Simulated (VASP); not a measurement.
Here is a VASP 6.6.1 calculation.

File POSCAR:

```
HfO2
1.0
    5.5563950000      0.0000000000      0.0000000000
    0.0000000000      3.3335970000      0.0000000000
    0.0000000000      0.0000000000      6.5049950000
Hf O
4 8
Direct
    0.7486820000      0.7500000000      0.6078710000
    0.2513180000      0.2500000000      0.3921290000
    0.2486820000      0.7500000000      0.8921290000
    0.7513180000      0.2500000000      0.1078710000
    0.6394990000      0.2500000000      0.4234000000
    0.3605010000      0.7500000000      0.5766000000
    0.1394990000      0.2500000000      0.0766000000
    0.8605010000      0.7500000000      0.9234000000
    0.5207940000      0.2500000000      0.8414530000
    0.4792060000      0.7500000000      0.1585470000
    0.0207940000      0.2500000000      0.6585470000
    0.9792060000      0.7500000000      0.3414530000
```

The input INCAR.step1:

```
PREC = Accurate
ENCUT = 520
ISMEAR = -1
SIGMA = 0.05
LREAL = F
LASPH = T
NELM = 80
NBANDS = 56
GGA = PE
ALGO = Normal
EDIFF = 1E-4
LWAVE = T
LCHARG = F
```

File INCAR.step2:

```
PREC = Accurate
ENCUT = 520
EDIFF = 1E-7
ISMEAR = -1
SIGMA = 0.05
LREAL = F
LASPH = T
NELM = 80
ALGO = Normal
ISIF = 2
LWAVE = F
LCHARG = F
METAGGA = R2SCAN
LMIXTAU = T
NBANDS = 56
ISTART = 1
```

Contents of KPOINTS:

```
regular mesh
0
Gamma
  5 8 4
```

Potentials or basis: VASP PAW PBE potentials, release 64 (Hf_pv, O).

Run with:

```sh
$ cat potpaw_PBE.64/Hf_pv/POTCAR potpaw_PBE.64/O/POTCAR > POTCAR
$ cp INCAR.step1 INCAR
$ mpirun -np 1 vasp_std > vasp.out
$ cp INCAR.step2 INCAR
$ mpirun -np 1 vasp_std > vasp.out
```

Problem. Estimate the band gap on the k mesh.

Solution. 3.92 eV.

Problem. What does it give for the pressure?

Solution. -7.3 GPa.

Problem. Predict the largest force.

Solution. 0.116 eV/Å.

Stress tensor (GPa, compression positive):
```
-7.16  0.00  0.00
 0.00 -7.15  0.00
 0.00  0.00 -7.53
```

Caveat: the cell stands under tension; the PAW data sets were made with another functional, which shifts forces and pressure a little; spin-orbit coupling is left out, which moves the levels of the heavy elements. A k mesh can miss the band edges.
